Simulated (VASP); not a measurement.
# O (Fmmm) in VASP: notebook

The runs below take O through single point, with PBEsol.

Everything below comes from runs of VASP 6.6.1. Logs are shortened: lines on timing, memory, paths and dates and some standing lists are left out, and cuts for length are marked.

## (1) The cell of the first run

It takes space group Fmmm (No. 69, orthorhombic). The conventional cell has a = 3.395 Å, b = 3.406 Å, c = 9.157 Å, α = 90.00°, β = 90.00°, γ = 90.00°. Within 2.0 Å of O (site symmetry mm2) lie 1 O at 1.53 Å.

## (2) Single point, PBEsol (atoms shifted along a free coordinate)

INCAR reads:

```
SYSTEM = O
ALGO     = Normal         ! electronic algorithm
EDIFF    = 1E-6           ! SCF threshold, eV
ENCUT    = 600            ! plane-wave cutoff, eV
GGA      = PS             ! functional
GGA_COMPAT= .FALSE.      
ISIF     = 2              ! what is computed and relaxed
ISMEAR   = 0              ! smearing method
LASPH    = .TRUE.         ! aspherical terms in the spheres
LCHARG   = .TRUE.         ! write CHGCAR
LELF     = .TRUE.         ! ELF
LREAL    = .FALSE.        ! projectors in reciprocal space
LVHAR    = .TRUE.       
LWAVE    = .FALSE.        ! write WAVECAR
NBANDS   = 13             ! bands
NELM     = 120            ! most SCF steps
PREC     = Accurate       ! precision mode
SIGMA    = 0.15           ! smearing width, eV
```

KPOINTS reads:

```
k-points
0
G
  20 20 20
  0 0 0
```

POSCAR reads:

```
O
1.0
    0.0000000000      1.6973584911      4.5784995314
    1.7031778763      0.0000000000      4.5784995314
    1.7031778763      1.6973584911      0.0000000000
O
2
Direct
    0.0837545105      0.0837545105      0.9162454895
    0.9162454895      0.9162454895      0.0837545105
```

Potentials or basis: VASP PAW PBE potentials, release 64 (O).

Run with:

```sh
$ cat potpaw_PBE.64/O/POTCAR > POTCAR
$ mpirun -np 1 vasp_std > vasp.out
```

OUTCAR:

```text
SYSTEM = O
   EDIFF = 1E-6
   ENCUT = 600
   GGA = PS
   ISIF = 2
   ISMEAR = 0
   LASPH = .TRUE.
   LREAL = .FALSE.
   NELM = 120
   PREC = Accurate

 ion  position               nearest neighbor table
   1  0.084  0.084  0.916-   2 1.53
   2  0.916  0.916  0.084-   1 1.53

  LATTYP: Found a face centered orthorhombic cell.
 ALAT       =     3.3947169822
 B/A-ratio  =     1.0034284951
 C/A-ratio  =     2.6974263571

  Lattice vectors:

 A1 = (   1.7031778763,   0.0000000000,  -4.5784995314)
 A2 = (   0.0000000000,   1.6973584911,  -4.5784995314)
 A3 = (   1.7031778763,   1.6973584911,   0.0000000000)

Analysis of symmetry for initial positions (statically):
=====================================================================
 Subroutine PRICEL returns:
 Original cell was already a primitive cell.

 Routine SETGRP: Setting up the symmetry group for a
 face centered orthorhombic supercell.

 Subroutine GETGRP returns: Found  8 space group operations
 (whereof  8 operations were pure point group operations)
 out of a pool of  8 trial point group operations.

The static configuration has the point symmetry D_2h.

Analysis of symmetry for dynamics (positions and initial velocities):
=====================================================================
 Subroutine PRICEL returns:
 Original cell was already a primitive cell.

 Routine SETGRP: Setting up the symmetry group for a
 face centered orthorhombic supercell.

 Subroutine GETGRP returns: Found  8 space group operations
 (whereof  8 operations were pure point group operations)
 out of a pool of  8 trial point group operations.

The dynamic configuration has the point symmetry D_2h.

 Subroutine INISYM returns: Found  8 space group operations
 (whereof  8 operations are pure point group operations),
 and found     1 'primitive' translations

----------------------------------------------------------------------------------------

                                     Primitive cell

  volume of cell :      26.4720

  direct lattice vectors                    reciprocal lattice vectors
     0.000000000  1.697358491  4.578499531    -0.293568867  0.294575367  0.109206083
     1.703177876  0.000000000  4.578499531     0.293568867 -0.294575367  0.109206083
     1.703177876  1.697358491  0.000000000     0.293568867  0.294575367 -0.109206083

  length of vectors
     4.882999468  4.885025367  2.404545846     0.429980575  0.429980575  0.429980575

  position of ions in fractional coordinates (direct lattice)
     0.083754511  0.083754511  0.916245489
[... 89 lines left out ...]
   NELECT =      12.0000    total number of electrons
   NUPDOWN=      -1.0000    fix difference up-down
   EMIN   =  10.00;   EMAX   =-10.00  energy-range for DOS
   EFERMI =   0.00;   METHOD = LEGACY
   ISMEAR =     0;   SIGMA  =   0.15  broadening in eV -4-tet -1-fermi 0-gaus
   EFERMI_NEDOS =   21; number of points for ismear=-14 and -15
   IALGO  =     38    algorithm
   IMIX   =      4    mixing-type and parameters
     AMIX     =   0.40;   BMIX     =  1.00
     AMIX_MAG =   1.60;   BMIX_MAG =  1.00
  volume/ion in A,a.u.               =      13.24        89.32
  Fermi-wavevector in a.u.,A,eV,Ry     =   1.257592  2.376504 21.518116  1.581537
  Thomas-Fermi vector in A             =   2.391243
   LORBIT       =      0    0 simple, 1 ext, 2 COOP (PROOUT), +10 PAW based schemes
   GGA     = PS    functional components
   LHFCALC =     F    Hartree Fock is set to
   AEXX    =    0.0000 exact exchange contribution
   IVDW    =     0    specifies the selected vdW correction
   LEPSILON=     F    determine dielectric tensor
   LRPA    =     F    only Hartree local field effects (RPA)
 non-spin polarized calculation
 Gauss-broadening in eV      SIGMA  =   0.15
  energy-cutoff  :      600.00
  volume of cell :       26.47
 maximum number of plane-waves:       902
   NGX = 19   NGY = 19   NGZ =  9

 number of electron      12.0000000 magnetization

 Free energy of the ion-electron system (eV)
  ---------------------------------------------------
  ext. energy  EPLUGINS =         0.00000000
  ---------------------------------------------------
  free energy    TOTEN  =        -8.44743981 eV

  energy without entropy =       -8.44146033  energy(sigma->0) =       -8.44445007

 E-fermi :  -2.0404     XC(G=0):  -8.9647

 val. band max:       -2.1269356026   @ k =   0.0000   0.2500   0.2500
 cond. band min:      -1.9933701253   @ k =   0.2500   0.0000   0.2500
 fundamental gap:      0.1335654773
 Fermi energy:        -2.0403759733

 k-point     1 :       0.0000    0.0000    0.0000
  band No.  band energies     occupation
      1     -23.0330      2.00000
      2     -17.2293      2.00000
      3      -7.8752      2.00000
      4      -3.2231      2.00000
      5      -3.2140      2.00000
      6      -0.6327      0.00000
      7      -0.6254      0.00000
      8       1.9863      0.00000
      9       7.8042      0.00000
     10      11.6643      0.00000
     11      15.4275      0.00000
     12      20.0344      0.00000
     13      24.1378      0.00000
[... 354 lines left out ...]
  band No.  band energies     occupation
      1     -22.0866      2.00000
      2     -16.3708      2.00000
      3      -7.3600      2.00000
      4      -6.7864      2.00000
      5      -3.6635      2.00000
      6      -2.8331      2.00000
      7      -0.3269      0.00000
      8       2.0555      0.00000
      9      10.8941      0.00000
     10      14.5706      0.00000
     11      15.1578      0.00000
     12      18.9235      0.00000
     13      20.7098      0.00000

 [... further k-points ...]

------------------------ aborting loop because EDIFF is reached ----------------------------------------

  FORCE on cell =-STRESS in cart. coord.  units (eV):
  Direction    XX          YY          ZZ          XY          YZ          ZX
  --------------------------------------------------------------------------------------
  -------------------------------------------------------------------------------------
  Total       -0.3471868     -0.3393530    -12.9232028      0.0000000      0.0000000      0.0000000
  in kB      -21.0129513    -20.5388210   -782.1570912      0.0000000      0.0000000      0.0000000
  external PRESSURE =    -274.5696212 kB  Pullay stress =       0.0000000 kB

 VOLUME and BASIS-vectors are now :
 -----------------------------------------------------------------------------
  energy-cutoff  :      600.00
  volume of cell :       26.47
      direct lattice vectors                 reciprocal lattice vectors
     0.000000000  1.697358491  4.578499531    -0.293568867  0.294575367  0.109206083
     1.703177876  0.000000000  4.578499531     0.293568867 -0.294575367  0.109206083
     1.703177876  1.697358491  0.000000000     0.293568867  0.294575367 -0.109206083

 POSITION                                       TOTAL-FORCE (eV/Angst)
 -----------------------------------------------------------------------------------
      1.70318      1.69736      0.76694         0.000000      0.000000     -8.368211
      1.70318      1.69736      8.39006         0.000000      0.000000      8.368211
 -----------------------------------------------------------------------------------
    total drift:                               -0.000000      0.000000     -0.000000

  FREE ENERGIE OF THE ION-ELECTRON SYSTEM (eV)
  ---------------------------------------------------
  free  energy   TOTEN  =        -8.4474398123 eV

  energy  without entropy=       -8.4414603320  energy(sigma->0) =       -8.44445007
```

OSZICAR:

```text
N       E                     dE             d eps       ncg     rms          rms(c)
DAV:   1     0.435524145573E+02    0.43552E+02   -0.69932E+03 30500   0.951E+02
DAV:   2    -0.684122173199E+01   -0.50394E+02   -0.47877E+02 38885   0.187E+02
DAV:   3    -0.863492386832E+01   -0.17937E+01   -0.17745E+01 36446   0.326E+01
DAV:   4    -0.864157963819E+01   -0.66558E-02   -0.66554E-02 34661   0.233E+00
DAV:   5    -0.864160632365E+01   -0.26685E-04   -0.26686E-04 37286   0.140E-01    0.403E+00
DAV:   6    -0.848426907917E+01    0.15734E+00   -0.15576E-01 35026   0.329E+00    0.219E+00
DAV:   7    -0.844865713819E+01    0.35612E-01   -0.10372E-01 32561   0.278E+00    0.431E-01
DAV:   8    -0.844735367644E+01    0.13035E-02   -0.14118E-02 33651   0.892E-01    0.521E-02
DAV:   9    -0.844739321166E+01   -0.39535E-04   -0.27608E-04 33846   0.148E-01    0.243E-02
DAV:  10    -0.844743749459E+01   -0.44283E-04   -0.43203E-05 32166   0.561E-02    0.551E-03
DAV:  11    -0.844743955091E+01   -0.20563E-05   -0.38208E-06 37266   0.156E-02    0.220E-03
DAV:  12    -0.844743981234E+01   -0.26143E-06   -0.17935E-07 23838   0.381E-03
   1 F= -.84474398E+01 E0= -.84444501E+01  d E =-.597948E-02
```

stdout:

```text
POSCAR found type information on POSCAR O
 POSCAR found :  1 types and       2 ions
 scaLAPACK will be used
 -----------------------------------------------------------------------------
|                                                                             |
|                                                                             |
|     You enforced a specific xc type in the INCAR file but a different       |
|     I HOPE YOU KNOW WHAT YOU ARE DOING!                                     |
|                                                                             |
 -----------------------------------------------------------------------------

 LDA part: xc-table for (Slater+PW92), standard interpolation
 POSCAR, INCAR and KPOINTS ok, starting setup
 FFT: planning ... GRIDC
 FFT: planning ... GRID_SOFT
 FFT: planning ... GRID
 WAVECAR not read
 entering main loop
```

Run time: 4.2 min. Hardware: 1 thread of AMD EPYC 9R45 (Zen 5), shared host; peak memory 0.43 GiB.

Results:

```
Free energy            : -8.4474 eV
Pressure               : -27.5 GPa
Largest force          : 8.368 eV/Å
Band gap on the k mesh : zero (bands 6 and 7 overlap by 2.50 eV)
```

Forces on the atoms (eV/Å):
```
O    0.000  0.000 -8.368
O    0.000  0.000  8.368
```

Caveat: the cell differs from its parent crystal (atoms shifted along a free coordinate); the stress differs along the axes, from -78 to -2 GPa; this functional lacks dispersion, which holds the molecules together, so the pressure and a relaxed volume are unreliable; the PAW data sets were made with another functional, which shifts forces and pressure a little.

## (3) Single point, PBEsol (atoms shifted along a free coordinate)

INCAR reads:

```
SYSTEM = O
PREC = Accurate
ENCUT = 600
EDIFF = 1E-6
ISMEAR = 0
SIGMA = 0.15
LREAL = .FALSE.
LASPH = .TRUE.
NELM = 120
ALGO = Normal
ISIF = 2
LWAVE = .FALSE.
LCHARG = .TRUE.
GGA = PS
LELF = .TRUE.
LVHAR = .TRUE.
NBANDS = 13
GGA_COMPAT = .FALSE.
```

KPOINTS reads:

```
Automatic mesh
0
G
  20 20 20
  0 0 0
```

POSCAR reads:

```
O
1.0
    0.0000000000      1.6973584911      4.5784995314
    1.7031778763      0.0000000000      4.5784995314
    1.7031778763      1.6973584911      0.0000000000
O
2
Direct
    0.0756312841      0.0756312841      0.9243687159
    0.9243687159      0.9243687159      0.0756312841
```

Potentials or basis: VASP PAW PBE potentials, release 64 (O).

Run with:

```sh
$ cat potpaw_PBE.64/O/POTCAR > POTCAR
$ mpirun -np 1 vasp_std > vasp.out
```

Wall time 4.3 min (1 thread of AMD EPYC 9R45 (Zen 5), shared host); peak memory 0.43 GiB.

Results (log left out):

| Property | Result |
| --- | --- |
| Free energy | -9.6152 eV |
| Pressure | -21.1 GPa |
| Largest force | 6.892 eV/Å |
| Band gap on the k mesh | zero (bands 6 and 7 overlap by 2.45 eV) |

Forces in eV/Å, atoms in the order of the input:
```
O    0.000  0.000 -6.892
O    0.000  0.000  6.892
```

Stress tensor (GPa, compression positive):
```
 -2.54   0.00   0.00
  0.00  -2.50   0.00
  0.00   0.00 -58.33
```

Levels at points of the mesh, in eV from the Fermi level:
| k point | band 2 | band 3 | band 4 | band 5 | band 6 | band 7 | band 8 | band 9 | band 10 | band 11 |
| --- | --- | --- | --- | --- | --- | --- | --- | --- | --- | --- |
| (0.00, 0.00, 0.00) | -14.96 | -6.79 | -2.63 | -2.62 | 1.38 | 1.39 | 6.06 | 9.19 | 12.48 | 16.90 |
| (0.50, 0.00, 0.00) | -13.98 | -6.93 | -5.72 | -2.20 | -1.90 | 1.71 | 6.07 | 13.90 | 14.20 | 17.96 |
| (0.50, 0.50, 0.00) | -15.11 | -6.27 | -2.64 | -2.63 | 1.41 | 1.41 | 4.16 | 11.15 | 11.51 | 20.68 |
| (0.50, 0.00, 0.50) | -13.07 | -5.83 | -5.81 | -5.10 | -1.11 | -0.99 | 6.63 | 12.23 | 17.22 | 18.15 |
| (0.00, 0.50, 0.50) | -13.07 | -5.85 | -5.79 | -5.10 | -1.09 | -1.01 | 6.63 | 12.23 | 17.23 | 18.07 |

Caveat: the cell differs from its parent crystal (atoms shifted along a free coordinate); the stress differs along the axes, from -58 to -2 GPa; this functional lacks dispersion, which holds the molecules together, so the pressure and a relaxed volume are unreliable; the PAW data sets were made with another functional, which shifts forces and pressure a little.

The gap in the log of VASP goes by the Fermi energy; the results here count the filled bands.